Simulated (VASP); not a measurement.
# Pd (Fm-3m) in VASP: notebook

Runs on Pd. Level: r2SCAN. Tasks: single point.

All numbers are computed with VASP 6.6.1; they aren't measurements. Logs are shortened: lines on timing, memory, paths and dates and some standing lists are left out, and cuts for length are marked.

## 1. The cell of the first run

The structure is cubic, space group Fm-3m (No. 225). The conventional cell has a = 3.912 Å, b = 3.912 Å, c = 3.912 Å, α = 90.00°, β = 90.00°, γ = 90.00°. Within 3.6 Å of Pd (site symmetry m-3m) lie 12 Pd at 2.77 Å.

## 2. Single point, r2SCAN

File POSCAR:

```
Pd
1.0
    0.0000000000      1.9558504373      1.9558504373
    1.9558504373      0.0000000000      1.9558504373
    1.9558504373      1.9558504373      0.0000000000
Pd
1
Direct
    0.0000000000      0.0000000000      0.0000000000
```

File INCAR.step1:

```
SYSTEM = Pd
PREC     = Accurate       ! precision mode
ENCUT    = 520            ! plane-wave cutoff, eV
ISMEAR   = -1             ! smearing method
SIGMA    = 0.1            ! smearing width, eV
LREAL    = .False.        ! projectors in reciprocal space
LASPH    = .True.         ! aspherical terms in the spheres
NELM     = 60             ! most SCF steps
NBANDS   = 11             ! bands
GGA      = PE             ! functional
ALGO     = Normal         ! electronic algorithm
EDIFF    = 1E-4           ! SCF threshold, eV
LWAVE    = .True.         ! write WAVECAR
LCHARG   = .False.        ! write CHGCAR
```

File INCAR.step2:

```
SYSTEM = Pd
PREC     = Accurate       ! precision mode
ENCUT    = 520            ! plane-wave cutoff, eV
EDIFF    = 1E-7           ! SCF threshold, eV
ISMEAR   = -1             ! smearing method
SIGMA    = 0.1            ! smearing width, eV
LREAL    = .False.        ! projectors in reciprocal space
LASPH    = .True.         ! aspherical terms in the spheres
NELM     = 60             ! most SCF steps
ALGO     = Normal         ! electronic algorithm
ISIF     = 2              ! what is computed and relaxed
LWAVE    = .False.        ! write WAVECAR
LCHARG   = .False.        ! write CHGCAR
METAGGA  = R2SCAN         ! meta-GGA
LMIXTAU  = .True.       
NBANDS   = 11             ! bands
ISTART   = 1
```

File KPOINTS:

```
Automatic mesh
0
Gamma
  23 23 23
  0 0 0
```

Potentials or basis: VASP PAW PBE potentials, release 64 (Pd).

The run is started by

```console
> cat potpaw_PBE.64/Pd/POTCAR > POTCAR
> cp INCAR.step1 INCAR
> mpirun -np 1 vasp_std > vasp.out
> cp INCAR.step2 INCAR
> mpirun -np 1 vasp_std > vasp.out
```

OUTCAR:

```text
SYSTEM = Pd
   PREC = Accurate
   ENCUT = 520
   EDIFF = 1E-7
   ISMEAR = -1
   LREAL = .False.
   LASPH = .True.
   NELM = 60
   ISIF = 2
   METAGGA = R2SCAN
   ISTART = 1

 ion  position               nearest neighbor table
   1  0.000  0.000  0.000-

  LATTYP: Found a face centered cubic cell.
 ALAT       =     3.9117008746

  Lattice vectors:

 A1 = (   0.0000000000,   1.9558504373,   1.9558504373)
 A2 = (   1.9558504373,   0.0000000000,   1.9558504373)
 A3 = (   1.9558504373,   1.9558504373,   0.0000000000)

Analysis of symmetry for initial positions (statically):
=====================================================================
 Subroutine PRICEL returns:
 Original cell was already a primitive cell.

 Routine SETGRP: Setting up the symmetry group for a
 face centered cubic supercell.

 Subroutine GETGRP returns: Found 48 space group operations
 (whereof 48 operations were pure point group operations)
 out of a pool of 48 trial point group operations.

The static configuration has the point symmetry O_h .

Analysis of symmetry for dynamics (positions and initial velocities):
=====================================================================
 Subroutine PRICEL returns:
 Original cell was already a primitive cell.

 Routine SETGRP: Setting up the symmetry group for a
 face centered cubic supercell.

 Subroutine GETGRP returns: Found 48 space group operations
 (whereof 48 operations were pure point group operations)
 out of a pool of 48 trial point group operations.

The dynamic configuration has the point symmetry O_h .

 Subroutine INISYM returns: Found 48 space group operations
 (whereof 48 operations are pure point group operations),
 and found     1 'primitive' translations

----------------------------------------------------------------------------------------

                                     Primitive cell

  volume of cell :      14.9636

  direct lattice vectors                    reciprocal lattice vectors
     0.000000000  1.955850437  1.955850437    -0.255643269  0.255643269  0.255643269
     1.955850437  0.000000000  1.955850437     0.255643269 -0.255643269  0.255643269
     1.955850437  1.955850437  0.000000000     0.255643269  0.255643269 -0.255643269

  length of vectors
     2.765990214  2.765990214  2.765990214     0.442787131  0.442787131  0.442787131

  position of ions in fractional coordinates (direct lattice)
     0.000000000  0.000000000  0.000000000

  ion indices of the primitive-cell ions
   primitive index   ion index
                 1           1

----------------------------------------------------------------------------------------

 KPOINTS: Automatic mesh

Automatic generation of k-mesh.
 Grid dimensions read from file:
 generate k-points for:   23   23   23

 Generating k-lattice:

  Cartesian coordinates                     Fractional coordinates (reciprocal lattice)
    -0.011114925  0.011114925  0.011114925     0.043478261  0.000000000  0.000000000
     0.011114925 -0.011114925  0.011114925     0.000000000  0.043478261  0.000000000
     0.011114925  0.011114925 -0.011114925     0.000000000  0.000000000  0.043478261

  Length of vectors
     0.019251614  0.019251614  0.019251614

  Shift w.r.t. Gamma in fractional coordinates (k-lattice)
     0.000000000  0.000000000  0.000000000

 Subroutine IBZKPT returns following result:
 ===========================================

 Found    364 irreducible k-points:

 Following reciprocal coordinates:
            Coordinates               Weight
  0.000000  0.000000  0.000000      1.000000
  0.043478  0.000000  0.000000      8.000000
  0.086957  0.000000  0.000000      8.000000
  0.130435  0.000000  0.000000      8.000000
  0.173913  0.000000  0.000000      8.000000
  0.217391  0.000000  0.000000      8.000000
[... 16 lines left out ...]
  0.478261  0.043478  0.000000     24.000000
 -0.478261  0.043478  0.000000     24.000000
 [... further k-points ...]
   k-points           NKPTS =    364   k-points in BZ     NKDIM =    364   number of bands    NBANDS=     11
   number of dos      NEDOS =    301   number of ions     NIONS =      1
   total plane-waves  NPLWV =  13824
   dimension x,y,z NGX =    24 NGY =   24 NGZ =   24
   dimension x,y,z NGXF=    48 NGYF=   48 NGZF=   48
   ions per type =               1
   NGX,Y,Z   is equivalent  to a cutoff of  14.42, 14.42, 14.42 a.u.
   NGXF,Y,Z  is equivalent  to a cutoff of  28.85, 28.85, 28.85 a.u.
 SYSTEM =  Pd
   PREC   = accura    normal or accurate (medium, high low for compatibility)
   ISTART =      1    job   : 0-new  1-cont  2-samecut
   ICHARG =      0    charge: 1-file 2-atom 10-const
   ISPIN  =      1    spin polarized calculation?
   LNONCOLLINEAR =      F non collinear calculations
   LSORBIT =      F    spin-orbit coupling
   LASPH  =      T    aspherical Exc in radial PAW
   ENCUT  =  520.0 eV  38.22 Ry    6.18 a.u.   5.14  5.14  5.14*2*pi/ulx,y,z
   NELM   =     60;   NELMIN=  2; NELMDL=  0     # of ELM steps
   EDIFF  = 0.1E-06   stopping-criterion for ELM
   LREAL  =      F    real-space projection
   EDIFFG = 0.1E-05   stopping-criterion for IOM
   NSW    =      0    number of steps for IOM
   IBRION =     -1    ionic relax: 0-MD 1-quasi-New 2-CG
   NFREE  =      0    steps in history (QN), initial steepest desc. (CG)
   ISIF   =      2    stress and relaxation
   ISYM   =      2    0-nonsym 1-usesym 2-fastsym
   POTIM  = 0.5000    time-step for ionic-motion
   TEBEG  =    0.0;   TEEND  =   0.0 temperature during run
   PSTRESS=    0.0 pullay stress
   NELECT =      10.0000    total number of electrons
   NUPDOWN=      -1.0000    fix difference up-down
   EMIN   =  10.00;   EMAX   =-10.00  energy-range for DOS
   EFERMI =   0.00;   METHOD = LEGACY
   ISMEAR =    -1;   SIGMA  =   0.10  broadening in eV -4-tet -1-fermi 0-gaus
   EFERMI_NEDOS =   21; number of points for ismear=-14 and -15
   IALGO  =     38    algorithm
   IMIX   =      4    mixing-type and parameters
     AMIX     =   0.40;   BMIX     =  1.00
     AMIX_MAG =   1.60;   BMIX_MAG =  1.00
  volume/ion in A,a.u.               =      14.96       100.98
  Fermi-wavevector in a.u.,A,eV,Ry     =   1.431295  2.704756 27.872973  2.048606
  Thomas-Fermi vector in A             =   2.551047
   LORBIT       =      0    0 simple, 1 ext, 2 COOP (PROOUT), +10 PAW based schemes
   METAGGA = R2SCAN    functional components
   LHFCALC =     F    Hartree Fock is set to
   AEXX    =    0.0000 exact exchange contribution
   IVDW    =     0    specifies the selected vdW correction
   LEPSILON=     F    determine dielectric tensor
   LRPA    =     F    only Hartree local field effects (RPA)
 non-spin polarized calculation
  energy-cutoff  :      520.00
  volume of cell :       14.96
 maximum number of plane-waves:       419
 NGX is ok and might be reduce to    24
   NGX = 11   NGY = 11   NGZ = 11

 number of electron       9.9999998 magnetization

 Free energy of the ion-electron system (eV)
  ---------------------------------------------------
  ext. energy  EPLUGINS =         0.00000000
  ---------------------------------------------------
  free energy    TOTEN  =       -22.98018571 eV

  energy without entropy =      -22.91831548  energy(sigma->0) =      -22.94925060

 E-fermi :   9.3948     XC(G=0): -14.0271

 val. band max:        9.3895942547   @ k =   0.4783   0.1739   0.0000
 cond. band min:       9.3966750412   @ k =  -0.4783   0.2609   0.0000
 fundamental gap:      0.0070807865
 Fermi energy:         9.3947822953

 k-point     1 :       0.0000    0.0000    0.0000
  band No.  band energies     occupation
      1       2.2927      2.00000
      2       6.5178      2.00000
      3       6.5178      2.00000
      4       6.5178      2.00000
      5       8.0912      2.00000
      6       8.0912      2.00000
      7      27.3850      0.00000
      8      31.8657      0.00000
      9      32.2857      0.00000
     10      32.2857      0.00000
     11      32.2857      0.00000

 k-point     2 :       0.0435    0.0000    0.0000
  band No.  band energies     occupation
      1       2.3634      2.00000
      2       6.4928      2.00000
      3       6.5425      2.00000
      4       6.5425      2.00000
      5       8.0794      2.00000
      6       8.0794      2.00000
      7      27.4578      0.00000
      8      31.7198      0.00000
      9      31.9294      0.00000
     10      32.3632      0.00000
     11      32.3632      0.00000

 k-point     3 :       0.0870    0.0000    0.0000
  band No.  band energies     occupation
      1       2.5709      2.00000
      2       6.4257      2.00000
      3       6.6107      2.00000
      4       6.6107      2.00000
      5       8.0505      2.00000
      6       8.0505      2.00000
      7      27.6425      0.00000
      8      30.6228      0.00000
      9      31.8901      0.00000
     10      32.5878      0.00000
     11      32.5878      0.00000

 k-point     4 :       0.1304    0.0000    0.0000
  band No.  band energies     occupation
      1       2.8984      2.00000
      2       6.3415      2.00000
      3       6.7033      2.00000
      4       6.7033      2.00000
      5       8.0252      2.00000
      6       8.0252      2.00000
      7      27.7723      0.00000
      8      29.3612      0.00000
      9      31.8862      0.00000
     10      32.9334      0.00000
     11      32.9334      0.00000

 k-point     5 :       0.1739    0.0000    0.0000
  band No.  band energies     occupation
      1       3.3088      2.00000
      2       6.2883      2.00000
      3       6.7858      2.00000
      4       6.7858      2.00000
      5       8.0397      2.00000
      6       8.0397      2.00000
      7      27.1408      0.00000
      8      28.7058      0.00000
      9      31.8830      0.00000
     10      33.3480      0.00000
     11      33.3480      0.00000
[... 211 lines left out ...]
 k-point    21 :       0.3913    0.0435    0.0000
  band No.  band energies     occupation
      1       4.2042      2.00000
      2       6.5267      2.00000
      3       6.6218      2.00000
      4       8.1950      1.99999
      5       9.0872      1.91174
      6       9.4129      0.90976
      7      19.7234      0.00000
      8      27.3486      0.00000
      9      31.5547      0.00000
     10      31.8570      0.00000
     11      32.5388      0.00000

 k-point    22 :       0.4348    0.0435    0.0000
  band No.  band energies     occupation
      1       4.1517      2.00000
      2       6.4570      2.00000
      3       6.5500      2.00000
      4       8.6622      1.99868
      5       9.2495      1.62082
      6      10.1491      0.00106
      7      18.3063      0.00000
      8      27.0462      0.00000
      9      31.2409      0.00000
     10      31.7060      0.00000
     11      31.9470      0.00000

 k-point    23 :       0.4783    0.0435    0.0000
  band No.  band energies     occupation
      1       4.1136      2.00000
      2       6.4172      2.00000
      3       6.5027      2.00000
      4       8.9222      1.98243
      5       9.3302      1.31226
      6      10.8321      0.00000
      7      17.2764      0.00000
      8      26.8644      0.00000
      9      31.1227      0.00000
     10      31.2334      0.00000
     11      31.8948      0.00000

 k-point    24 :      -0.4783    0.0435    0.0000
  band No.  band energies     occupation
      1       4.1036      2.00000
      2       6.4115      2.00000
      3       6.4859      2.00000
      4       9.0150      1.95615
      5       9.3150      1.37893
      6      11.0580      0.00000
      7      16.9741      0.00000
      8      26.8161      0.00000
      9      30.9602      0.00000
     10      31.2470      0.00000
     11      31.8893      0.00000

 [... further k-points ...]
[... 5 lines left out ...]
  --------------------------------------------------------------------------------------
  -------------------------------------------------------------------------------------
  Total        0.0439834      0.0439834      0.0439834      0.0000000     -0.0000000      0.0000000
  in kB        4.7093642      4.7093642      4.7093642      0.0000000     -0.0000000      0.0000000
  external PRESSURE =       4.7093642 kB  Pullay stress =       0.0000000 kB

 VOLUME and BASIS-vectors are now :
 -----------------------------------------------------------------------------
  energy-cutoff  :      520.00
  volume of cell :       14.96
      direct lattice vectors                 reciprocal lattice vectors
     0.000000000  1.955850437  1.955850437    -0.255643269  0.255643269  0.255643269
     1.955850437  0.000000000  1.955850437     0.255643269 -0.255643269  0.255643269
     1.955850437  1.955850437  0.000000000     0.255643269  0.255643269 -0.255643269

 POSITION                                       TOTAL-FORCE (eV/Angst)
 -----------------------------------------------------------------------------------
      0.00000      0.00000      0.00000        -0.000000     -0.000000     -0.000000
 -----------------------------------------------------------------------------------
    total drift:                               -0.000000      0.000000     -0.000000

  FREE ENERGIE OF THE ION-ELECTRON SYSTEM (eV)
  ---------------------------------------------------
  free  energy   TOTEN  =       -22.9801857110 eV

  energy  without entropy=      -22.9183154794  energy(sigma->0) =      -22.94925060
```

Run time: 4.6 min. Hardware: 1 thread of Intel Xeon Platinum 8259CL at 2.50GHz (Skylake/Cascade Lake), shared host; peak memory 0.19 GiB.

Results:

* Free energy: -22.9802 eV
* Pressure: 0.5 GPa
* Band gap on the k mesh: zero (band 5 reaches 9.65 eV, above the bottom of band 6 at 8.03 eV)

Caveat: the PAW data sets were made with another functional, which shifts forces and pressure a little.

(Part 1 of 2 ends here.)
